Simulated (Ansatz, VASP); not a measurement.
**Two plane-wave programs on Rb**

```xyz
1
Lattice="0.0000 3.6098 3.6098 3.6098 0.0000 3.6098 3.6098 3.6098 0.0000" Properties=species:S:1:pos:R:3 pbc="T T T"
Rb    0.0000    0.0000    0.0000
```

Alike in both runs: task single point; functional PBEsol; k mesh 9 × 9 × 9; occupations fermi-dirac, width 0.1 eV; no spin polarisation.

|  | VASP | Ansatz |
| --- | --- | --- |
| version | VASP 6.6.1 | Ansatz 0.2.0 |
| potentials or method | VASP PAW PBE potentials, release 64 (Rb_sv), cutoff 520 eV | plane waves (420 eV) with PAW, scalar-relativistic |
| valence electrons in the cell | 9 | 9 |

|  | VASP | Ansatz | Ansatz less VASP |
| --- | --- | --- | --- |
| pressure (GPa) | -0.2 | -0.2 | 0.00 |

VASP's potentials were made for PBE, not for PBEsol, and Ansatz warns of the same on its side.
